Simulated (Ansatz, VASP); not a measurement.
**AlN in VASP and in Ansatz**

```xyz
6
Lattice="3.0291 0.0000 0.0000 0.0000 4.4197 0.0000 0.0000 -2.2098 3.8275" Properties=species:S:1:pos:R:3 pbc="T T T"
Al    0.4580    1.9866    2.9347
Al    1.9800    1.5635    1.9198
Al    2.9897    3.0907    1.5136
N     1.4677    3.7581    0.6397
N     2.4774    0.8848    0.2531
N     0.9703    1.9753    0.3941
```

Alike in both runs: task single point; functional PBE; k mesh 6 × 6 × 6; occupations gaussian, width 0.1 eV; no spin polarisation.

|  | VASP | Ansatz |
| --- | --- | --- |
| version | VASP 6.6.1 | Ansatz 0.2.0 |
| potentials or method | VASP PAW PBE potentials, release 64 (Al, N), cutoff 520 eV | scalar-relativistic, plane waves, PAW |
| valence electrons in the cell | 24 | 24 |

```csv
,VASP,Ansatz,Ansatz less VASP
gap on the k mesh at the Fermi level (eV),none,none,-
rms of the force components (eV/Å),8.270,8.262,-0.0081
```

Atom by atom the forces differ by 0.016 eV/Å (rms over components). A gap of «none» marks a metal or a gap that the smearing closes. With one functional, cell and mesh, what is left measures potentials, basis and numerics.
